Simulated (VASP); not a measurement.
Crystal: ZnS.

```
Zn S
1.0
     3.81100    0.00000    0.00000
    -1.90550    3.30042    0.00000
     0.00000    0.00000    6.23400
Zn S
2 2
Direct
  0.33333 0.66667 0.00000
  0.66667 0.33333 0.50000
  0.33333 0.66667 0.38500
  0.66667 0.33333 0.88500
```

| Item | Value |
| --- | --- |
| Program | VASP 6.6.1 |
| Task | relaxation of cell and atoms |
| Functional | PBE |
| Potentials or basis | VASP PAW PBE potentials, release 64 (Zn, S) |
| Cutoff | 600 eV |
| k mesh | 9 × 9 × 6 |
| Occupations | gaussian, width 0.02 eV |
| Spin | no spin polarisation |

At the start: pressure 2.5 GPa; volume 19.60 Å³/atom.

**Question.** How do energy, volume and symmetry change on relaxing?

**Answer.** Over 12 steps the energy falls by 9.8 meV/atom and the volume is 20.22 Å³/atom (+3.2 %); space group P6_3mc (No. 186, to 0.1 Å) before and after.

The path:
| step | energy change (eV) | largest force (eV/Å) | pressure (GPa) | volume (Å³) |
| --- | --- | --- | --- | --- |
| 1 | 0.0000 | 0.3225 | 2.49 | 78.41 |
| 2 | -0.0315 | 0.0914 | -0.84 | 81.91 |
| 3 | -0.0329 | 0.1294 | -0.26 | 81.29 |
| 4 | -0.0329 | 0.1256 | -0.31 | 81.35 |
| 5 | -0.0361 | 0.0685 | -0.12 | 81.10 |
| 6 | -0.0375 | 0.0138 | -0.01 | 80.87 |
| 7 | -0.0356 | 0.1083 | 0.48 | 80.42 |
| 8 | -0.0377 | 0.0088 | 0.08 | 80.78 |
| 9 | -0.0391 | 0.0046 | 0.11 | 80.79 |
| 10 | -0.0391 | 0.0076 | 0.12 | 80.79 |
| 11 | -0.0391 | 0.0015 | -0.08 | 81.01 |
| 12 | -0.0392 | 0.0049 | 0.00 | 80.90 |

Final structure:
```cif
data_structure
_symmetry_space_group_name_H-M 'P 1'
_symmetry_Int_Tables_number 1
_cell_length_a 3.8475
_cell_length_b 3.8475
_cell_length_c 6.3105
_cell_angle_alpha 90.000
_cell_angle_beta 90.000
_cell_angle_gamma 120.000
_cell_volume 80.90
loop_
_atom_site_label
_atom_site_type_symbol
_atom_site_fract_x
_atom_site_fract_y
_atom_site_fract_z
_atom_site_occupancy
Zn1 Zn 0.33333 0.66667 0.00518 1
Zn2 Zn 0.66667 0.33333 0.50518 1
S1 S 0.33333 0.66667 0.37982 1
S2 S 0.66667 0.33333 0.87982 1
```
